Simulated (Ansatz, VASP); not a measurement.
**Two plane-wave programs on TiSi2**

```
Ti Si
1.0
     0.00000    4.11599    4.25812
     2.39034    0.00000    4.25812
     2.39034    4.11599    0.00000
Ti Si
2 4
Direct
  0.75000 0.75000 0.75000
  0.50000 0.50000 0.50000
  0.08733 0.41267 0.08733
  0.41267 0.08733 0.41267
  0.16267 0.83733 0.16267
  0.83733 0.16267 0.83733
```

Alike in both runs: functional r2SCAN; k mesh 10 × 10 × 10; occupations gaussian, width 0.1 eV; no spin polarisation.

Ansatz relaxed the structure, and its values are those at the end. VASP's run is a single point on that final structure, the one shown.

|  | VASP | Ansatz |
| --- | --- | --- |
| version | VASP 6.6.1 | Ansatz 0.2.0 |
| potentials or method | VASP PAW PBE potentials, release 64 (Ti_sv, Si), cutoff 520 eV | scalar-relativistic, plane waves, PAW |
| valence electrons in the cell | 40 | 40 |

```csv
,VASP,Ansatz,Ansatz less VASP
gap on the k mesh at the Fermi level (eV),none,none,-
pressure (GPa),0.3,0.0,-0.31
rms of the force components (eV/Å),0.004,0.000,-0.0036
```

VASP's potentials were made for PBE, not for r2SCAN. A gap of «none» marks a metal or a gap that the smearing closes.
